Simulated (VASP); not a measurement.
GaN: relaxation of cell and atoms with revPBE

The system is GaN.

```
Ga N
1.0
     0.00000    2.25350    2.25350
     2.25350    0.00000    2.25350
     2.25350    2.25350    0.00000
Ga N
1 1
Direct
  0.00000 0.00000 0.00000
  0.25000 0.25000 0.25000
```

```json
{"Program": "VASP 6.6.1", "Task": "relaxation of cell and atoms", "Functional": "revPBE", "Potentials or basis": "VASP PAW PBE potentials, release 64 (Ga_d, N)", "Cutoff": "600 eV", "k mesh": "10 × 10 × 10", "Occupations": "fermi-dirac, width 0.05 eV", "Spin": "no spin polarisation", "Dipole correction": "no", "Further INCAR settings": "ALGO = Normal; EDIFF = 1e-06; IBRION = 2; EDIFFG = -0.01; NSW = 80; ISIF = 3"}
```

| Property | Result |
| --- | --- |
| Relaxed volume | 11.96 Å³/atom |
| Relaxed cell | a = 3.234 Å, b = 3.234 Å, c = 3.234 Å, α = 60.00°, β = 60.00°, γ = 60.00° |
| Space group after relaxing (to 0.05 Å) | F-43m (No. 216) |
| Energy gained by relaxing | 11.9 meV/atom |
| Ionic steps | 3 |
| Pressure after relaxing | -0.1 GPa |
| Band gap on the k mesh | 1.48 eV, direct |

The path:
```csv
step,energy change (eV),largest force (eV/Å),pressure (GPa),volume (Å³)
1,0.0000,0.0000,7.78,22.89
2,-0.0089,0.0000,-5.27,24.78
3,-0.0238,0.0000,-0.12,23.91
```

Final structure:
```xyz
2
Lattice="0.0000 2.2866 2.2866 2.2866 0.0000 2.2866 2.2866 2.2866 0.0000" Properties=species:S:1:pos:R:3 pbc="T T T"
Ga    0.0000    0.0000    0.0000
N     1.1433    1.1433    1.1433
```

Levels at points of the mesh, in eV from the valence-band top:
| k point | band 7 | band 8 | band 9 | band 10 | band 11 | band 12 |
| --- | --- | --- | --- | --- | --- | --- |
| (0.00, 0.00, 0.00) | 0.00 | 0.00 | 0.00 | 1.48 | 10.08 | 10.08 |
| (0.50, 0.00, 0.00) | -6.73 | -0.91 | -0.91 | 4.40 | 8.57 | 10.18 |
| (0.50, 0.50, 0.00) | -5.92 | -2.54 | -2.54 | 3.38 | 6.47 | 11.51 |

Run time: 38 s on 1 thread of Intel(R) Xeon(R) Platinum 8559C (Emerald Rapids), with other jobs on the host, peak memory 0.17 GiB.

Caveat: the PAW data sets were made with another functional, which shifts forces and pressure a little.
